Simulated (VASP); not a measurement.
# S (P1) in VASP: single point with PBE

Aim: the single point of S with PBE.

Everything below comes from runs of VASP 6.6.1. Logs are shortened: lines on timing, memory, paths and dates and some standing lists are left out, and cuts for length are marked.

## (1) The cell of the first run

The typed cell holds 4 atoms: a = 5.637 Å, b = 5.654 Å, c = 2.917 Å, α = 90.27°, β = 88.84°, γ = 90.03°.

## (2) Single point, PBE (atoms moved at random and the cell strained at random)

Contents of INCAR:

```
SYSTEM = S
PREC = Accurate
ENCUT = 520
EDIFF = 1E-6
ISMEAR = 0
SIGMA = 0.1
LREAL = .False.
LASPH = .True.
NELM = 100
ALGO = Normal
ISIF = 2
LWAVE = .False.
LCHARG = .False.
GGA = PE
NBANDS = 20
```

Contents of KPOINTS:

```
regular mesh
0
Gamma
  8 8 12
  0 0 0
```

Contents of POSCAR:

```
S
1.0
    5.6371718027     -0.0012491718      0.0567805379
   -0.0012491718      5.6539220614     -0.0130595237
    0.0294961558     -0.0067841158      2.9165503893
S
4
Direct
    0.8716637701      0.8546702713      0.4790752394
    0.1023572580      0.1610763213      0.5733688829
    0.3695891155      0.5894778450     -0.0186837907
    0.6563916175      0.3947738012     -0.0337569413
```

Potentials or basis: VASP PAW PBE potentials, release 64 (S).

The run is started by

```sh
cat potpaw_PBE.64/S/POTCAR > POTCAR
mpirun -np 1 vasp_std > vasp.out
```

OUTCAR:

```text
SYSTEM = S
   PREC = Accurate
   ENCUT = 520
   EDIFF = 1E-6
   ISMEAR = 0
   LREAL = .False.
   LASPH = .True.
   NELM = 100
   ISIF = 2
   GGA = PE

 ion  position               nearest neighbor table
   1  0.872  0.855  0.479-   2 2.19
   2  0.102  0.161  0.573-   1 2.19
   3  0.370  0.589  0.981-   4 1.96
   4  0.656  0.395  0.966-   3 1.96

  LATTYP: Found a triclinic cell.
 ALAT       =     2.9167074280
 B/A-ratio  =     1.9328156953
 C/A-ratio  =     1.9384656917
 COS(alpha) =     0.0004657753
 COS(beta)  =     0.0046378642
 COS(gamma) =     0.0201842973

  Lattice vectors:

 A1 = (  -0.0294961558,   0.0067841158,  -2.9165503893)
 A2 = (  -5.6371718027,   0.0012491718,  -0.0567805379)
 A3 = (  -0.0012491718,   5.6539220614,  -0.0130595237)

Analysis of symmetry for initial positions (statically):
=====================================================================
 Subroutine PRICEL returns:
 Original cell was already a primitive cell.

 Routine SETGRP: Setting up the symmetry group for a
 triclinic supercell.

 Subroutine GETGRP returns: Found  1 space group operations
 (whereof  1 operations were pure point group operations)
 out of a pool of  2 trial point group operations.

The static configuration has the point symmetry C_1 .

Analysis of symmetry for dynamics (positions and initial velocities):
=====================================================================
 Subroutine PRICEL returns:
 Original cell was already a primitive cell.

 Routine SETGRP: Setting up the symmetry group for a
 triclinic supercell.

 Subroutine GETGRP returns: Found  1 space group operations
 (whereof  1 operations were pure point group operations)
 out of a pool of  2 trial point group operations.

The dynamic configuration has the point symmetry C_1 .

 Subroutine INISYM returns: Found  1 space group operations
 (whereof  1 operations are pure point group operations),
 and found     1 'primitive' translations

----------------------------------------------------------------------------------------

                                     Primitive cell

  volume of cell :      92.9467

  direct lattice vectors                    reciprocal lattice vectors
     5.637171803 -0.001249172  0.056780538     0.177411999  0.000035053 -0.001794152
    -0.001249172  5.653922061 -0.013059524     0.000035053  0.176869331  0.000411057
     0.029496156 -0.006784116  2.916550389    -0.003453769  0.000791291  0.342907582

  length of vectors
     5.637457895  5.653937282  2.916707428     0.177421074  0.176869812  0.342925887

  position of ions in fractional coordinates (direct lattice)
     0.871663770  0.854670271  0.479075239
     0.102357258  0.161076321  0.573368883
     0.369589115  0.589477845  0.981316209
     0.656391617  0.394773801  0.966243059

  ion indices of the primitive-cell ions
   primitive index   ion index
                 1           1
                 2           2
                 3           3
                 4           4

----------------------------------------------------------------------------------------

 KPOINTS: regular mesh

Automatic generation of k-mesh.
 Grid dimensions read from file:
 generate k-points for:    8    8   12

 Generating k-lattice:

  Cartesian coordinates                     Fractional coordinates (reciprocal lattice)
     0.022176500  0.000004382 -0.000224269     0.125000000  0.000000000  0.000000000
     0.000004382  0.022108666  0.000051382    -0.000000000  0.125000000 -0.000000000
    -0.000287814  0.000065941  0.028575632     0.000000000 -0.000000000  0.083333333

  Length of vectors
     0.022177634  0.022108727  0.028577157

  Shift w.r.t. Gamma in fractional coordinates (k-lattice)
     0.000000000  0.000000000  0.000000000

 Subroutine IBZKPT returns following result:
 ===========================================

 Found    388 irreducible k-points:

 Following reciprocal coordinates:
            Coordinates               Weight
  0.000000  0.000000  0.000000      1.000000
  0.125000  0.000000  0.000000      2.000000
  0.250000  0.000000  0.000000      2.000000
  0.375000  0.000000  0.000000      2.000000
  0.500000  0.000000  0.000000      1.000000
  0.000000  0.125000 -0.000000      2.000000
[... 16 lines left out ...]
  0.125000  0.375000  0.000000      2.000000
  0.250000  0.375000  0.000000      2.000000
 [... further k-points ...]
   k-points           NKPTS =    388   k-points in BZ     NKDIM =    388   number of bands    NBANDS=     20
   number of dos      NEDOS =    301   number of ions     NIONS =      4
   total plane-waves  NPLWV =  42336
   dimension x,y,z NGX =    42 NGY =   42 NGZ =   24
   dimension x,y,z NGXF=    84 NGYF=   84 NGZF=   48
   ions per type =               4
   NGX,Y,Z   is equivalent  to a cutoff of  12.39, 12.35, 13.68 a.u.
   NGXF,Y,Z  is equivalent  to a cutoff of  24.77, 24.70, 27.36 a.u.
 SYSTEM =  S
   PREC   = accura    normal or accurate (medium, high low for compatibility)
   ISTART =      0    job   : 0-new  1-cont  2-samecut
   ICHARG =      2    charge: 1-file 2-atom 10-const
   ISPIN  =      1    spin polarized calculation?
   LNONCOLLINEAR =      F non collinear calculations
   LSORBIT =      F    spin-orbit coupling
   LASPH  =      T    aspherical Exc in radial PAW
   ENCUT  =  520.0 eV  38.22 Ry    6.18 a.u.  10.48 10.51  5.42*2*pi/ulx,y,z
   NELM   =    100;   NELMIN=  2; NELMDL= -5     # of ELM steps
   EDIFF  = 0.1E-05   stopping-criterion for ELM
   LREAL  =      F    real-space projection
   EDIFFG = 0.1E-04   stopping-criterion for IOM
   NSW    =      0    number of steps for IOM
   IBRION =     -1    ionic relax: 0-MD 1-quasi-New 2-CG
   NFREE  =      0    steps in history (QN), initial steepest desc. (CG)
   ISIF   =      2    stress and relaxation
   ISYM   =      2    0-nonsym 1-usesym 2-fastsym
   POTIM  = 0.5000    time-step for ionic-motion
   TEBEG  =    0.0;   TEEND  =   0.0 temperature during run
   PSTRESS=    0.0 pullay stress
   NELECT =      24.0000    total number of electrons
   NUPDOWN=      -1.0000    fix difference up-down
   EMIN   =  10.00;   EMAX   =-10.00  energy-range for DOS
   EFERMI =   0.00;   METHOD = LEGACY
   ISMEAR =     0;   SIGMA  =   0.10  broadening in eV -4-tet -1-fermi 0-gaus
   EFERMI_NEDOS =   21; number of points for ismear=-14 and -15
   IALGO  =     38    algorithm
   IMIX   =      4    mixing-type and parameters
     AMIX     =   0.40;   BMIX     =  1.00
     AMIX_MAG =   1.60;   BMIX_MAG =  1.00
  volume/ion in A,a.u.               =      23.24       156.81
  Fermi-wavevector in a.u.,A,eV,Ry     =   1.042479  1.969999 14.786297  1.086762
  Thomas-Fermi vector in A             =   2.177146
   LORBIT       =      0    0 simple, 1 ext, 2 COOP (PROOUT), +10 PAW based schemes
   GGA     = PE    functional components
   LHFCALC =     F    Hartree Fock is set to
   AEXX    =    0.0000 exact exchange contribution
   IVDW    =     0    specifies the selected vdW correction
   LEPSILON=     F    determine dielectric tensor
   LRPA    =     F    only Hartree local field effects (RPA)
 non-spin polarized calculation
 Gauss-broadening in eV      SIGMA  =   0.10
  energy-cutoff  :      520.00
  volume of cell :       92.95
 maximum number of plane-waves:      2526
 NGX is ok and might be reduce to    42
   NGX = 21   NGY = 21   NGZ = 11

 number of electron      24.0000000 magnetization

 Free energy of the ion-electron system (eV)
  ---------------------------------------------------
  ext. energy  EPLUGINS =         0.00000000
  ---------------------------------------------------
  free energy    TOTEN  =       -14.29006522 eV

  energy without entropy =      -14.26768269  energy(sigma->0) =      -14.27887396

 E-fermi :   3.0114     XC(G=0):  -8.9972

 val. band max:        3.0110942136   @ k =   0.5000   0.3750   0.0833
 cond. band min:       3.0118064662   @ k =   0.5000  -0.3750   0.0833
 fundamental gap:      0.0007122526
 Fermi energy:         3.0113857337

 k-point     1 :       0.0000    0.0000    0.0000
  band No.  band energies     occupation
      1     -12.8699      2.00000
      2     -11.3383      2.00000
      3      -8.2571      2.00000
      4      -7.8760      2.00000
      5      -2.2248      2.00000
      6      -1.6206      2.00000
[... 12 lines left out ...]
     19      11.8546      0.00000
     20      12.2442      0.00000

 k-point     2 :       0.1250    0.0000    0.0000
  band No.  band energies     occupation
      1     -12.8516      2.00000
      2     -11.3703      2.00000
      3      -8.2529      2.00000
      4      -7.8634      2.00000
      5      -2.2686      2.00000
      6      -1.9007      2.00000
[... 12 lines left out ...]
     19      11.8490      0.00000
     20      12.0198      0.00000

 k-point     3 :       0.2500    0.0000    0.0000
  band No.  band energies     occupation
      1     -12.8045      2.00000
      2     -11.4503      2.00000
      3      -8.2425      2.00000
      4      -7.8331      2.00000
      5      -2.4435      2.00000
      6      -2.1810      2.00000
[... 12 lines left out ...]
     19      11.6824      0.00000
     20      12.0642      0.00000

 k-point     4 :       0.3750    0.0000    0.0000
  band No.  band energies     occupation
      1     -12.7519      2.00000
      2     -11.5349      2.00000
      3      -8.2321      2.00000
      4      -7.8029      2.00000
      5      -2.6597      2.00000
      6      -2.3039      2.00000
[... 12 lines left out ...]
     19      11.3768      0.00000
     20      11.8248      0.00000

 k-point     5 :       0.5000    0.0000    0.0000
  band No.  band energies     occupation
      1     -12.7280      2.00000
      2     -11.5718      2.00000
      3      -8.2277      2.00000
      4      -7.7903      2.00000
      5      -2.7438      2.00000
      6      -2.3447      2.00000
[... 12 lines left out ...]
     19      11.2516      0.00000
     20      11.6890      0.00000
[... 353 lines left out ...]
      6      -1.7382      2.00000
[... 12 lines left out ...]
     19      11.2368      0.00000
     20      11.9818      0.00000

 k-point    22 :       0.0000    0.3750   -0.0000
  band No.  band energies     occupation
      1     -12.7812      2.00000
      2     -11.4800      2.00000
      3      -8.2166      2.00000
      4      -7.8645      2.00000
      5      -2.6032      2.00000
      6      -2.3589      2.00000
[... 12 lines left out ...]
     19      11.3743      0.00000
     20      11.8059      0.00000

 k-point    23 :       0.1250    0.3750    0.0000
  band No.  band energies     occupation
      1     -12.7693      2.00000
      2     -11.4883      2.00000
      3      -8.2809      2.00000
      4      -7.8286      2.00000
      5      -2.5203      2.00000
      6      -2.3704      2.00000
[... 12 lines left out ...]
     19      11.1108      0.00000
     20      11.7243      0.00000

 k-point    24 :       0.2500    0.3750    0.0000
  band No.  band energies     occupation
      1     -12.7440      2.00000
      2     -11.4967      2.00000
      3      -8.4593      2.00000
      4      -7.7302      2.00000
      5      -2.4629      2.00000
      6      -2.0749      2.00000
[... 12 lines left out ...]
     19      10.8369      0.00000
     20      11.6335      0.00000

 [... further k-points ...]
[... 5 lines left out ...]
  --------------------------------------------------------------------------------------
  -------------------------------------------------------------------------------------
  Total       -2.5967603     -3.6110551     -1.8857023     -1.4250191     -1.1003015     -0.9740167
  in kB      -44.7618944    -62.2458952    -32.5049667    -24.5638974    -18.9665494    -16.7897032
  external PRESSURE =     -46.5042521 kB  Pullay stress =       0.0000000 kB

 VOLUME and BASIS-vectors are now :
 -----------------------------------------------------------------------------
  energy-cutoff  :      520.00
  volume of cell :       92.95
      direct lattice vectors                 reciprocal lattice vectors
     5.637171803 -0.001249172  0.056780538     0.177411999  0.000035053 -0.001794152
    -0.001249172  5.653922061 -0.013059524     0.000035053  0.176869331  0.000411057
     0.029496156 -0.006784116  2.916550389    -0.003453769  0.000791291  0.342907582

 POSITION                                       TOTAL-FORCE (eV/Angst)
 -----------------------------------------------------------------------------------
      4.92678      4.82790      1.43558         1.324708      2.068790      0.652020
      0.59372      0.90670      1.67597        -1.087513     -2.167680     -0.652687
      2.11165      3.32574      2.87535         1.172127     -0.605616     -0.012753
      3.72820      2.22465      2.85021        -1.409322      0.704506      0.013420
 -----------------------------------------------------------------------------------
    total drift:                                0.000116     -0.000047      0.000043

  FREE ENERGIE OF THE ION-ELECTRON SYSTEM (eV)
  ---------------------------------------------------
  free  energy   TOTEN  =       -14.2900652228 eV

  energy  without entropy=      -14.2676826941  energy(sigma->0) =      -14.27887396
```

Wall time 3.5 min (1 thread of Intel Xeon 6975P-C (Granite Rapids), shared host); peak memory 0.55 GiB.

What came out:

- Free energy: -14.2901 eV
- Pressure: -4.7 GPa
- Largest force: 2.542 eV/Å
- Band gap on the k mesh: zero (band 12 reaches 3.75 eV, above the bottom of band 13 at 2.09 eV)

Forces on the atoms (eV/Å):
```
S    1.325  2.069  0.652
S   -1.088 -2.168 -0.653
S    1.172 -0.606 -0.013
S   -1.409  0.705  0.013
```

Levels at points of the mesh, in eV from the Fermi level:
| k point | band 9 | band 10 | band 11 | band 12 | band 13 | band 14 | band 15 | band 16 |
| --- | --- | --- | --- | --- | --- | --- | --- | --- |
| (0.00, 0.00, 0.00) | -2.07 | -0.40 | 0.68 | 0.73 | 2.27 | 2.82 | 3.16 | 4.43 |
| (0.50, 0.00, 0.00) | -1.19 | -0.46 | -0.29 | 0.52 | 2.28 | 2.39 | 2.86 | 3.45 |
| (0.00, 0.50, 0.00) | -0.99 | -0.80 | -0.32 | 0.55 | 2.23 | 2.30 | 2.83 | 3.69 |
| (0.50, 0.50, 0.00) | -0.64 | -0.37 | -0.28 | 0.57 | 2.18 | 2.79 | 2.94 | 4.18 |
| (0.00, 0.00, 0.50) | -2.98 | -2.72 | -1.79 | -1.38 | -0.28 | 0.09 | 2.62 | 4.20 |
| (0.50, 0.00, 0.50) | -2.80 | -2.69 | -2.17 | -1.83 | 0.33 | 0.38 | 3.25 | 4.66 |
| (0.00, 0.50, 0.50) | -2.70 | -2.47 | -2.28 | -1.80 | 0.19 | 0.52 | 3.13 | 4.94 |
| (0.50, 0.50, 0.50) | -3.22 | -2.86 | -1.51 | -0.99 | 0.37 | 0.61 | 2.56 | 4.09 |

Caveat: the cell differs from its parent crystal (atoms moved at random and the cell strained at random); forces of over 1 eV/Å act on the atoms, so gaps and moduli don't describe the material at rest.
